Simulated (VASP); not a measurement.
Sn5Ge, 6 atoms in the cell. The structure is trigonal, space group P3m1 (No. 156). The conventional cell has a = 4.552 Å, b = 4.552 Å, c = 11.108 Å, α = 90.00°, β = 90.00°, γ = 120.00°. Within 3.5 Å of Ge (site symmetry 3m) lie 4 Sn at 2.66 to 2.74 Å. Sn (site symmetry 3m) has 4 Sn at 2.81 to 2.84 Å within 3.7 Å. Sn (site symmetry 3m) has 4 Sn at 2.81 to 2.83 Å within 3.7 Å. Within 3.6 Å of Sn (site symmetry 3m) lie 3 Ge at 2.74 Å and 1 Sn at 2.84 Å. Within 3.7 Å of Sn (site symmetry 3m) lie 4 Sn at 2.81 to 2.83 Å. Within 3.5 Å of Sn (site symmetry 3m) lie 1 Ge at 2.66 Å and 3 Sn at 2.81 Å. 

```yaml
Program: VASP 6.6.1
Task: single point
Functional: PBE
Potentials_or_basis: VASP PAW PBE potentials, release 64 (Ge_d, Sn_d)
Cutoff: 520 eV
k_mesh: 6 × 6 × 2
Occupations: fermi-dirac, width 0.02 eV
Spin: non-collinear spin, zero start, spin-orbit coupling
Starting_moments: "[[0.0, 0.0, 0.0], [0.0, 0.0, 0.0], [0.0, 0.0, 0.0], [0.0, 0.0, 0.0], [0.0, 0.0, 0.0], [0.0, 0.0, 0.0]] μB"
Dipole_correction: no
Further_INCAR_settings: ALGO = Normal; EDIFF = 1e-06; NBANDS = 100
```

Potentials or basis: VASP PAW PBE potentials, release 64 (Ge_d, Sn_d).

The run is started by

```bash
$ cat potpaw_PBE.64/Ge_d/POTCAR potpaw_PBE.64/Sn_d/POTCAR > POTCAR
$ mpirun -np 4 vasp_ncl > vasp.out
```

Hardware: 4 MPI ranks on Oxide Virtual Turin-like Processor (shared host).

Problem. Estimate the wall time of this run.

Solution. It took 12 min on 4 MPI ranks on Oxide Virtual Turin-like Processor, with other jobs on the host, peak memory 1.1 GiB a rank. Counts: scf iterations 15, k points 20.
